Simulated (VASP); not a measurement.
A run of VASP 6.6.1 is set up as follows.

The input INCAR:

```
PREC = Accurate ; ENCUT = 520
EDIFF = 1E-6 ; ISMEAR = 0
SIGMA = 0.1 ; LREAL = F
LASPH = T ; NELM = 60
ALGO = Fast ; ISIF = 2
LWAVE = F ; LCHARG = T
GGA = PE ; LELF = T
LVHAR = T ; NBANDS = 18
```

Contents of KPOINTS:

```
regular mesh
0
Gamma
  9 9 15
```

Contents of POSCAR:

```
Ag
1.0
    3.8679383972      0.0000000000     -0.0039237700
    0.0000000000      3.8679403874      0.0000000000
   -1.9362566281      0.0000000000      2.2724053429
Ag
2
Direct
    0.0000000000      0.0000000000      0.0000000000
    0.5000000000      0.5000000000      0.0000000000
```

Potentials or basis: VASP PAW PBE potentials, release 64 (Ag).

The run is started by

```console
$ cat potpaw_PBE.64/Ag/POTCAR > POTCAR
$ mpirun -np 1 vasp_std > vasp.out
```

Question: Predict the band gap on the k mesh.

Answer: Zero (band 11 reaches 12.45 eV, above the bottom of band 12 at 5.48 eV).

Question: What does it give for the pressure?

Answer: 6.4 GPa.

Stress tensor (GPa, compression positive):
```
 9.45  0.00 -0.03
 0.00  9.65  0.00
-0.03  0.00 -0.03
```
